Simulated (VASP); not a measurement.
Here is a VASP 6.6.1 calculation.

INCAR

```
SYSTEM = Cu
ALGO     = Normal         ! electronic algorithm
EDIFF    = 1E-6           ! SCF threshold, eV
ENCUT    = 600            ! plane-wave cutoff, eV
GGA      = PS             ! functional
GGA_COMPAT= .False.      
ISIF     = 2              ! what is computed and relaxed
ISMEAR   = 1              ! smearing method
LASPH    = .True.         ! aspherical terms in the spheres
LCHARG   = .False.        ! write CHGCAR
LREAL    = .False.        ! projectors in reciprocal space
LWAVE    = .False.        ! write WAVECAR
NBANDS   = 12             ! bands
NELM     = 120            ! most SCF steps
PREC     = Accurate       ! precision mode
SIGMA    = 0.05           ! smearing width, eV
```

The input KPOINTS:

```
k-points
0
Gamma
  6 6 6
  0 0 0
```

Contents of POSCAR:

```
Cu
1.0
    4.0084280000      0.0000000000      0.0000000000
    0.0000000000      4.0084280000      0.0000000000
    0.0000000000      0.0000000000      4.0084280000
Cu
1
Direct
    0.0000000000      0.0000000000      0.0000000000
```

Potentials or basis: VASP PAW PBE potentials, release 64 (Cu).

Run with:

```console
$ cat potpaw_PBE.64/Cu/POTCAR > POTCAR
$ mpirun -np 1 vasp_std > vasp.out
```

Q: What does it give for the pressure?

A: -3.4 GPa.

Caveat: the PAW data sets were made with another functional, which shifts forces and pressure a little.
